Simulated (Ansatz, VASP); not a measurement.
## Zn4Ga: VASP beside Ansatz

```
CELL_PARAMETERS angstrom
2.63563 0.00000 0.00000
-1.31781 2.28252 0.00000
0.00000 0.00000 26.18510
ATOMIC_POSITIONS crystal
Ga 0.00000 0.00000 0.31471
Zn 0.33333 0.66667 0.40860
Zn 0.00000 0.00000 0.50000
Zn 0.33333 0.66667 0.59140
Zn 0.00000 0.00000 0.68529
```

Alike in both runs: task single point; functional PBE; k mesh 16 × 16 × 1; occupations fermi-dirac, width 0.08 eV; no spin polarisation.

|  | VASP | Ansatz |
| --- | --- | --- |
| version | VASP 6.6.1 | Ansatz 0.2.0 |
| potentials or method | VASP PAW PBE potentials, release 64 (Ga_d, Zn), cutoff 520 eV | all-electron LAPW, scalar-relativistic |

VASP gave:

- rms of the force components (eV/Å): 0.060

Question: Which values does Ansatz return?

Answer: rms of the force components (eV/Å): 0.058.

Atom by atom the forces differ by 0.003 eV/Å (rms over components). Ansatz ran all-electron here, and VASP with PAW potentials.
